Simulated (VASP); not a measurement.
# AlGa3N4 (P-43m) in VASP: further runs

Runs on AlGa3N4. Level: LDA. Tasks: single point.

Everything below comes from runs of VASP 6.6.1. Logs are shortened: lines on timing, memory, paths and dates and some standing lists are left out, and cuts for length are marked.

## 1. The cell of the first run

It takes space group P-43m (No. 215, cubic). Conventional cell: a = 4.397 Å, b = 4.397 Å, c = 4.397 Å, α = 90.00°, β = 90.00°, γ = 90.00°. Within 2.5 Å of Al (site symmetry -43m) lie 4 N at 1.87 Å. Within 2.5 Å of Ga (site symmetry -42m) lie 4 N at 1.92 Å. N (site symmetry 3m) has 1 Al at 1.87 Å and 3 Ga at 1.92 Å within 2.5 Å.

## 2. Single point, LDA (volume scaled by 0.98, then relaxed in part)

Input file INCAR:

```
PREC     = Accurate       # precision mode
ENCUT    = 520            # plane-wave cutoff, eV
EDIFF    = 1E-6           # SCF threshold, eV
ISMEAR   = 0              # smearing method
SIGMA    = 0.01           # smearing width, eV
LREAL    = False          # projectors in reciprocal space
LASPH    = True           # aspherical terms in the spheres
NELM     = 60             # most SCF steps
ALGO     = Normal         # electronic algorithm
ISIF     = 2              # what is computed and relaxed
LWAVE    = False          # write WAVECAR
LCHARG   = True           # write CHGCAR
GGA      = CA             # functional
LELF     = True           # ELF
LVHAR    = True         
NBANDS   = 41             # bands
```

Input file KPOINTS:

```
Automatic mesh
0
Gamma
  6 6 6
```

Input file POSCAR:

```
AlGa3N4
1.0
    4.3972590926      0.0000000000      0.0000000000
    0.0000000000      4.3972590926      0.0000000000
    0.0000000000      0.0000000000      4.3972590926
Al Ga N
1 3 4
Direct
    0.0000000000      0.0000000000      0.0000000000
    0.5000000000      0.5000000000      0.0000000000
    0.5000000000      0.0000000000      0.5000000000
    0.0000000000      0.5000000000      0.5000000000
    0.7548594416      0.7548594416      0.2451405584
    0.7548594416      0.2451405584      0.7548594416
    0.2451405584      0.7548594416      0.7548594416
    0.2451405584      0.2451405584      0.2451405584
```

Potentials or basis: VASP PAW LDA potentials, release 64 (Al, Ga_d, N).

Started as:

```sh
$ cat potpaw_LDA.64/Al/POTCAR potpaw_LDA.64/Ga_d/POTCAR potpaw_LDA.64/N/POTCAR > POTCAR
$ mpirun -np 1 vasp_std > vasp.out
```

OUTCAR:

```text
PREC = Accurate
   ENCUT = 520
   EDIFF = 1E-6
   ISMEAR = 0
   LREAL = False
   LASPH = True
   NELM = 60
   ISIF = 2
   GGA = CA

 ion  position               nearest neighbor table
   1  0.000  0.000  0.000-   5 1.87   6 1.87   7 1.87   8 1.87   3 3.11   4 3.11   2 3.11   3 3.11
                             4 3.11   2 3.11   4 3.11   4 3.11   2 3.11   3 3.11   3 3.11   2 3.11
   2  0.500  0.500  0.000-   5 1.92   6 1.92   7 1.92   8 1.92   1 3.11   1 3.11   1 3.11   1 3.11

   3  0.500  0.000  0.500-   5 1.92   6 1.92   7 1.92   8 1.92   1 3.11   1 3.11   1 3.11   1 3.11

   4  0.000  0.500  0.500-   5 1.92   6 1.92   7 1.92   8 1.92   1 3.11   1 3.11   1 3.11   1 3.11

   5  0.755  0.755  0.245-   1 1.87   3 1.92   4 1.92   2 1.92
   6  0.755  0.245  0.755-   1 1.87   3 1.92   4 1.92   2 1.92
   7  0.245  0.755  0.755-   1 1.87   3 1.92   4 1.92   2 1.92
   8  0.245  0.245  0.245-   1 1.87   3 1.92   4 1.92   2 1.92

  LATTYP: Found a simple cubic cell.
 ALAT       =     4.3972590926

  Lattice vectors:

 A1 = (   4.3972590926,   0.0000000000,   0.0000000000)
 A2 = (   0.0000000000,   4.3972590926,   0.0000000000)
 A3 = (   0.0000000000,   0.0000000000,   4.3972590926)

Analysis of symmetry for initial positions (statically):
=====================================================================
 Subroutine PRICEL returns:
 Original cell was already a primitive cell.

 Routine SETGRP: Setting up the symmetry group for a
 simple cubic supercell.

 Subroutine GETGRP returns: Found 24 space group operations
 (whereof 24 operations were pure point group operations)
 out of a pool of 48 trial point group operations.

The static configuration has the point symmetry T_d .

Analysis of symmetry for dynamics (positions and initial velocities):
=====================================================================
 Subroutine PRICEL returns:
 Original cell was already a primitive cell.

 Routine SETGRP: Setting up the symmetry group for a
 simple cubic supercell.

 Subroutine GETGRP returns: Found 24 space group operations
 (whereof 24 operations were pure point group operations)
 out of a pool of 48 trial point group operations.

The dynamic configuration has the point symmetry T_d .

 Subroutine INISYM returns: Found 24 space group operations
 (whereof 24 operations are pure point group operations),
 and found     1 'primitive' translations

----------------------------------------------------------------------------------------

                                     Primitive cell

  volume of cell :      85.0249

  direct lattice vectors                    reciprocal lattice vectors
     4.397259093  0.000000000  0.000000000     0.227414391  0.000000000  0.000000000
     0.000000000  4.397259093  0.000000000     0.000000000  0.227414391  0.000000000
     0.000000000  0.000000000  4.397259093     0.000000000  0.000000000  0.227414391

  length of vectors
     4.397259093  4.397259093  4.397259093     0.227414391  0.227414391  0.227414391

  position of ions in fractional coordinates (direct lattice)
     0.000000000  0.000000000  0.000000000
     0.500000000  0.500000000  0.000000000
     0.500000000  0.000000000  0.500000000
     0.000000000  0.500000000  0.500000000
     0.754859442  0.754859442  0.245140558
     0.754859442  0.245140558  0.754859442
     0.245140558  0.754859442  0.754859442
     0.245140558  0.245140558  0.245140558

  ion indices of the primitive-cell ions
   primitive index   ion index
                 1           1
                 2           2
                 3           3
                 4           4
                 5           5
                 6           6
                 7           7
                 8           8

----------------------------------------------------------------------------------------

 KPOINTS: Automatic mesh

Automatic generation of k-mesh.
 Grid dimensions read from file:
 generate k-points for:    6    6    6

 Generating k-lattice:

  Cartesian coordinates                     Fractional coordinates (reciprocal lattice)
     0.037902399  0.000000000  0.000000000     0.166666667  0.000000000  0.000000000
     0.000000000  0.037902399  0.000000000     0.000000000  0.166666667  0.000000000
     0.000000000  0.000000000  0.037902399     0.000000000  0.000000000  0.166666667

  Length of vectors
     0.037902399  0.037902399  0.037902399

  Shift w.r.t. Gamma in fractional coordinates (k-lattice)
     0.000000000  0.000000000  0.000000000

 Subroutine IBZKPT returns following result:
 ===========================================

 Found     20 irreducible k-points:

 Following reciprocal coordinates:
            Coordinates               Weight
  0.000000  0.000000  0.000000      1.000000
  0.166667  0.000000  0.000000      6.000000
  0.333333  0.000000  0.000000      6.000000
  0.500000  0.000000  0.000000      3.000000
  0.166667  0.166667  0.000000     12.000000
  0.333333  0.166667  0.000000     24.000000
[... 12 lines left out ...]
  0.500000  0.500000  0.333333      6.000000
  0.500000  0.500000  0.500000      1.000000
   k-points           NKPTS =     20   k-points in BZ     NKDIM =     20   number of bands    NBANDS=     41
   number of dos      NEDOS =    301   number of ions     NIONS =      8
   total plane-waves  NPLWV =  46656
   dimension x,y,z NGX =    36 NGY =   36 NGZ =   36
   dimension x,y,z NGXF=    72 NGYF=   72 NGZF=   72
   ions per type =               1   3   4
   NGX,Y,Z   is equivalent  to a cutoff of  13.61, 13.61, 13.61 a.u.
   NGXF,Y,Z  is equivalent  to a cutoff of  27.22, 27.22, 27.22 a.u.
 SYSTEM =  unknown system
   PREC   = accura    normal or accurate (medium, high low for compatibility)
   ISTART =      0    job   : 0-new  1-cont  2-samecut
   ICHARG =      2    charge: 1-file 2-atom 10-const
   ISPIN  =      1    spin polarized calculation?
   LNONCOLLINEAR =      F non collinear calculations
   LSORBIT =      F    spin-orbit coupling
   LASPH  =      T    aspherical Exc in radial PAW
   ENCUT  =  520.0 eV  38.22 Ry    6.18 a.u.   8.18  8.18  8.18*2*pi/ulx,y,z
   NELM   =     60;   NELMIN=  2; NELMDL= -5     # of ELM steps
   EDIFF  = 0.1E-05   stopping-criterion for ELM
   LREAL  =      F    real-space projection
[... 7 lines left out ...]
   TEBEG  =    0.0;   TEEND  =   0.0 temperature during run
   PSTRESS=    0.0 pullay stress
   NELECT =      62.0000    total number of electrons
   NUPDOWN=      -1.0000    fix difference up-down
   EMIN   =  10.00;   EMAX   =-10.00  energy-range for DOS
   EFERMI =   0.00;   METHOD = LEGACY
   ISMEAR =     0;   SIGMA  =   0.01  broadening in eV -4-tet -1-fermi 0-gaus
   EFERMI_NEDOS =   21; number of points for ismear=-14 and -15
   IALGO  =     38    algorithm
   IMIX   =      4    mixing-type and parameters
     AMIX     =   0.40;   BMIX     =  1.00
     AMIX_MAG =   1.60;   BMIX_MAG =  1.00
  volume/ion in A,a.u.               =      10.63        71.72
  Fermi-wavevector in a.u.,A,eV,Ry     =   1.473522  2.784553 29.541889  2.171268
  Thomas-Fermi vector in A             =   2.588405
   LORBIT       =      0    0 simple, 1 ext, 2 COOP (PROOUT), +10 PAW based schemes
   GGA     = CA    functional components
   LHFCALC =     F    Hartree Fock is set to
   AEXX    =    0.0000 exact exchange contribution
   IVDW    =     0    specifies the selected vdW correction
   LEPSILON=     F    determine dielectric tensor
   LRPA    =     F    only Hartree local field effects (RPA)
 non-spin polarized calculation
 Gauss-broadening in eV      SIGMA  =   0.01
  energy-cutoff  :      520.00
  volume of cell :       85.02
 maximum number of plane-waves:      2320
 NGX is ok and might be reduce to    36
   NGX = 17   NGY = 17   NGZ = 17

 number of electron      61.9999958 magnetization

 Free energy of the ion-electron system (eV)
  ---------------------------------------------------
  ext. energy  EPLUGINS =         0.00000000
  ---------------------------------------------------
  free energy    TOTEN  =       -58.16354420 eV

  energy without entropy =      -58.16354420  energy(sigma->0) =      -58.16354420

 E-fermi :   5.7712     XC(G=0): -12.1853

 val. band max:        5.7043087777   @ k =   0.0000   0.0000   0.0000
 cond. band min:       8.4189062137   @ k =   0.0000   0.0000   0.0000
 fundamental gap:      2.7145974361
 Fermi energy:         5.7711647690

 k-point     1 :       0.0000    0.0000    0.0000
  band No.  band energies     occupation
      1     -10.2417      2.00000
      2      -8.8581      2.00000
      3      -8.8581      2.00000
      4      -8.8581      2.00000
      5      -7.5968      2.00000
      6      -7.5642      2.00000
[... 33 lines left out ...]
     40      16.7092      0.00000
     41      16.7101      0.00000

 k-point     2 :       0.1667    0.0000    0.0000
  band No.  band energies     occupation
      1     -10.1195      2.00000
      2      -8.8960      2.00000
      3      -8.8594      2.00000
      4      -8.8594      2.00000
      5      -7.5889      2.00000
      6      -7.5607      2.00000
[... 33 lines left out ...]
     40      16.9357      0.00000
     41      16.9385      0.00000

 k-point     3 :       0.3333    0.0000    0.0000
  band No.  band energies     occupation
      1      -9.7895      2.00000
      2      -9.0422      2.00000
      3      -8.8621      2.00000
      4      -8.8621      2.00000
      5      -7.5562      2.00000
      6      -7.5440      2.00000
[... 699 lines left out ...]
      2      -9.0205      2.00000
      3      -9.0205      2.00000
      4      -9.0074      2.00000
      5      -7.5708      2.00000
      6      -7.5708      2.00000
[... 33 lines left out ...]
     40      16.0989      0.00000
     41      16.3237      0.00000

 k-point    20 :       0.5000    0.5000    0.5000
  band No.  band energies     occupation
      1      -9.2141      2.00000
      2      -9.0171      2.00000
      3      -9.0171      2.00000
      4      -9.0171      2.00000
      5      -7.5753      2.00000
      6      -7.5753      2.00000
[... 33 lines left out ...]
     40      15.7720      0.00000
     41      15.7720      0.00000

------------------------ aborting loop because EDIFF is reached ----------------------------------------

  FORCE on cell =-STRESS in cart. coord.  units (eV):
  Direction    XX          YY          ZZ          XY          YZ          ZX
  --------------------------------------------------------------------------------------
  -------------------------------------------------------------------------------------
  Total        2.8842145      2.8842145      2.8842145      0.0000000     -0.0000000      0.0000000
  in kB       54.3490519     54.3490519     54.3490519      0.0000000     -0.0000000      0.0000000
  external PRESSURE =      54.3490519 kB  Pullay stress =       0.0000000 kB

 VOLUME and BASIS-vectors are now :
 -----------------------------------------------------------------------------
  energy-cutoff  :      520.00
  volume of cell :       85.02
      direct lattice vectors                 reciprocal lattice vectors
     4.397259093  0.000000000  0.000000000     0.227414391  0.000000000  0.000000000
     0.000000000  4.397259093  0.000000000     0.000000000  0.227414391  0.000000000
     0.000000000  0.000000000  4.397259093     0.000000000  0.000000000  0.227414391

 POSITION                                       TOTAL-FORCE (eV/Angst)
 -----------------------------------------------------------------------------------
      0.00000      0.00000      0.00000         0.000000     -0.000000      0.000000
      2.19863      2.19863      0.00000        -0.000000     -0.000000      0.000000
      2.19863      0.00000      2.19863        -0.000000     -0.000000     -0.000000
      0.00000      2.19863      2.19863         0.000000     -0.000000     -0.000000
      3.31931      3.31931      1.07795         0.015947      0.015947     -0.015947
      3.31931      1.07795      3.31931         0.015947     -0.015947      0.015947
      1.07795      3.31931      3.31931        -0.015947      0.015947      0.015947
      1.07795      1.07795      1.07795        -0.015947     -0.015947     -0.015947
 -----------------------------------------------------------------------------------
    total drift:                               -0.000000     -0.000000     -0.000000

  FREE ENERGIE OF THE ION-ELECTRON SYSTEM (eV)
  ---------------------------------------------------
  free  energy   TOTEN  =       -58.1635441953 eV

  energy  without entropy=      -58.1635441953  energy(sigma->0) =      -58.16354420
```

Run time: 28 s. Hardware: 1 thread of Intel Xeon 6975P-C (Granite Rapids), shared host; peak memory 0.2 GiB.

Results:

```yaml
Free_energy: -58.1635 eV
Pressure: 5.4 GPa
Largest_force: 0.028 eV/Å
Band_gap_on_the_k_mesh: 2.71 eV, direct
```

Forces on the atoms (eV/Å):
```
Al   0.000  0.000  0.000
Ga   0.000  0.000  0.000
Ga   0.000  0.000  0.000
Ga   0.000  0.000  0.000
N    0.016  0.016 -0.016
N    0.016 -0.016  0.016
N   -0.016  0.016  0.016
N   -0.016 -0.016 -0.016
```

(Continued in part 2 of 3.)
